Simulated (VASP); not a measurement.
# Ge: single point with r2SCAN

The system is Ge.

```xyz
1
Lattice="0.0000 2.1162 2.1162 2.1162 0.0000 2.1162 2.1162 2.1162 0.0000" Properties=species:S:1:pos:R:3 pbc="T T T"
Ge    0.0000    0.0000    0.0000
```

```
Program                : VASP 6.6.1
Task                   : single point
Functional             : r2SCAN
Potentials or basis    : VASP PAW PBE potentials, release 64 (Ge_d)
Cutoff                 : 520 eV
k mesh                 : 13 × 13 × 13
Occupations            : fermi-dirac, width 0.1 eV
Spin                   : no spin polarisation
Dipole correction      : no
Further INCAR settings : ALGO = Normal; EDIFF = 1e-06; NBANDS = 13
```

The pressure is -0.2 GPa and the band gap on the k mesh is zero (band 7 reaches 16.10 eV, above the bottom of band 8 at 4.24 eV).

Levels at points of the mesh, in eV from the Fermi level:
```csv
k point,band 3,band 4,band 5,band 6,band 7,band 8,band 9,band 10,band 11,band 12
"(0.00, 0.00, 0.00)",-25.60,-25.55,-25.55,-13.96,9.35,9.35,9.35,14.61,14.61,14.61
```

Wall time 46 s on 1 thread of Intel(R) Xeon(R) Platinum 8259CL CPU @ 2.50GHz (Skylake/Cascade Lake) (shared host), peak memory 0.15 GiB.

Caveat: the PAW data sets were made with another functional, which shifts forces and pressure a little.
